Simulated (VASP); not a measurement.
# MgCd3S4: single point with PBE

Crystal: MgCd3S4.

```
CELL_PARAMETERS angstrom
3.84419 0.00000 0.00000
0.00000 3.84419 0.00000
0.00000 0.00000 10.89387
ATOMIC_POSITIONS crystal
Mg 0.00000 0.00000 0.00000
Cd 0.50000 0.50000 0.24737
Cd 0.00000 0.00000 0.50000
Cd 0.50000 0.50000 0.75263
S 0.00000 0.00000 0.24382
S 0.50000 0.50000 0.50000
S 0.00000 0.00000 0.75618
S 0.50000 0.50000 0.00000
```

```json
{
 "Program": "VASP 6.6.1",
 "Task": "single point",
 "Functional": "PBE",
 "Potentials or basis": "VASP PAW PBE potentials, release 64 (Mg, Cd, S)",
 "Cutoff": "520 eV",
 "k mesh": "10 × 10 × 4",
 "Occupations": "gaussian, width 0.01 eV",
 "Spin": "no spin polarisation"
}
```

| Quantity | Value |
| --- | --- |
| Pressure | 0.3 GPa |
| Largest force | 0.030 eV/Å |
| Band gap on the k mesh | 0.25 eV (least direct gap 1.14 eV) |

Forces on the atoms (eV/Å):
```
Mg   0.000  0.000  0.000
Cd   0.000  0.000  0.001
Cd   0.000  0.000  0.000
Cd   0.000  0.000 -0.001
S    0.000  0.000 -0.030
S    0.000  0.000  0.000
S    0.000  0.000  0.030
S    0.000  0.000  0.000
```

Levels at points of the mesh, in eV from the valence-band top:
| k point | band 27 | band 28 | band 29 | band 30 | band 31 | band 32 | band 33 | band 34 | band 35 | band 36 |
| --- | --- | --- | --- | --- | --- | --- | --- | --- | --- | --- |
| (0.00, 0.00, 0.00) | -1.40 | -1.40 | -0.72 | -0.68 | -0.68 | 0.46 | 1.23 | 3.13 | 3.67 | 5.06 |
| (0.50, 0.00, 0.00) | -0.59 | -0.17 | -0.12 | -0.04 | 0.00 | 3.54 | 3.56 | 4.52 | 4.56 | 5.57 |
| (0.50, 0.50, 0.00) | -2.80 | -2.18 | -2.12 | -2.12 | -2.09 | 0.25 | 0.84 | 3.46 | 4.00 | 5.47 |
| (0.00, 0.00, 0.50) | -1.66 | -1.09 | -1.09 | -0.76 | -0.76 | 1.00 | 1.54 | 2.47 | 3.29 | 5.08 |
| (0.50, 0.00, 0.50) | -1.09 | -0.93 | -0.18 | -0.10 | -0.06 | 4.16 | 4.25 | 4.32 | 4.56 | 4.91 |
| (0.50, 0.50, 0.50) | -2.62 | -2.58 | -2.44 | -2.32 | -2.32 | 1.42 | 1.60 | 1.70 | 3.03 | 5.82 |

It took 15 min on 1 thread of AMD EPYC 7R43 64-Core Processor (Zen 3), with other jobs on the host, peak memory 0.44 GiB.

Caveat: semilocal functionals underestimate gaps, and a narrow one can read as zero. A k mesh can miss the band edges.
